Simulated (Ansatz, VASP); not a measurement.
Two plane-wave programs on Ag

```
Ag
1.0
    -1.74265    1.74265    1.74265
     1.74265   -1.74265    1.74265
     1.74265    1.74265   -1.74265
Ag
1
Direct
  0.00000 0.00000 0.00000
```

Alike in both runs: task single point; functional RPBE; k mesh 15 × 15 × 15; occupations fermi-dirac, width 0.1 eV; no spin polarisation.

|  | VASP | Ansatz |
| --- | --- | --- |
| version | VASP 6.6.1 | Ansatz 0.2.0 |
| potentials or method | VASP PAW PBE potentials, release 64 (Ag), cutoff 520 eV | plane waves (420 eV) with PAW, scalar-relativistic |
| valence electrons in the cell | 11 | 19 |

|  | VASP | Ansatz | Ansatz less VASP |
| --- | --- | --- | --- |
| pressure (GPa) | -6.0 | -6.0 | 0.00 |

VASP's potentials were made for PBE, not for RPBE. The functional is the same, so the differences come from potentials, cutoffs and numerics. VASP's potentials hold 11 valence electrons a cell and Ansatz's 19, so a difference there can come from the potentials and not from the codes.
